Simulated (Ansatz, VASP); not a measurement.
**Two plane-wave programs on Sc2AlP3**

Contents of INCAR:

```
ALGO = Normal ; EDIFF = 1E-7
EDIFFG = -0.04 ; ENCUT = 600
GGA = PE ; IBRION = 2
ISIF = 3 ; ISMEAR = 0
LASPH = T ; LCHARG = F
LREAL = F ; LWAVE = F
NELM = 80 ; NSW = 90
PREC = Accurate ; SIGMA = 0.1
```

File KPOINTS:

```
k-points
0
Gamma
  6 6 4
```

POSCAR

```
Sc2AlP3
1.0
    4.0542218015      0.0000000000      0.0000000000
   -2.0271109008      3.5110590727      0.0000000000
    0.0000000000      0.0000000000      7.3569715516
Sc Al P
2 1 3
Direct
    0.6666666667      0.3333333333      0.2803191128
    0.6666666667      0.3333333333      0.7196808872
    0.0000000000      0.0000000000      0.0000000000
    0.0000000000      0.0000000000      0.5000000000
    0.3333333333      0.6666666667      0.0000000000
    0.3333333333      0.6666666667      0.5000000000
```

Input for Ansatz:

```yaml
crystal:
  lattice:
    - [4.0542218015, 0.0, 0.0]
    - [-2.0271109008, 3.5110590727, 0.0]
    - [0.0, 0.0, 7.3569715516]
  atoms:
    - { symbol: Sc, position: [0.6666666667, 0.3333333333, 0.2803191128] }
    - { symbol: Sc, position: [0.6666666667, 0.3333333333, 0.7196808872] }
    - { symbol: Al, position: [0.0, 0.0, 0.0] }
    - { symbol: P, position: [0.0, 0.0, 0.5] }
    - { symbol: P, position: [0.3333333333, 0.6666666667, 0.0] }
    - { symbol: P, position: [0.3333333333, 0.6666666667, 0.5] }
basis:
  ecutwfc: 420
kpoints:
  mp_grid: { grid: [6, 6, 4] }
hamiltonian:
  xc: pbe
scf:
  occupations: { method: gaussian, width: 0.1 }
  lower_state_search: "off"
output:
  forces: true
  stress: true
  eigenvalues: true
relax:
  adjacent_minimum: "off"
  f_tol: 0.04
  max_steps: 70
  cell: { stress_tol: 0.4 }
```

Change from the starting cell: species swapped into the Ce2NiGe3 type (P-6m2, No. 187).

Alike in both runs: task relaxation of cell and atoms; functional PBE; k mesh 6 × 6 × 4; occupations gaussian, width 0.1 eV; no spin polarisation.

|  | VASP | Ansatz |
| --- | --- | --- |
| version | VASP 6.6.1 | Ansatz 0.2.0 |
| potentials or method | VASP PAW PBE potentials, release 64 (Sc_sv, Al, P), cutoff 600 eV | scalar-relativistic, plane waves, PAW |
| valence electrons in the cell | 40 | 40 |

|  | VASP | Ansatz | Ansatz less VASP |
| --- | --- | --- | --- |
| gap on the k mesh at the Fermi level, each at its own relaxed structure (eV) | none | none | - |
| relaxed volume (Å³/atom) | 17.48 | 17.41 | -0.077 |
| relaxed length of the cell vector where the two differ most in proportion (Å) | 7.309 | 7.287 | -0.0221 |

A gap of «none» marks a metal or a gap that the smearing closes.
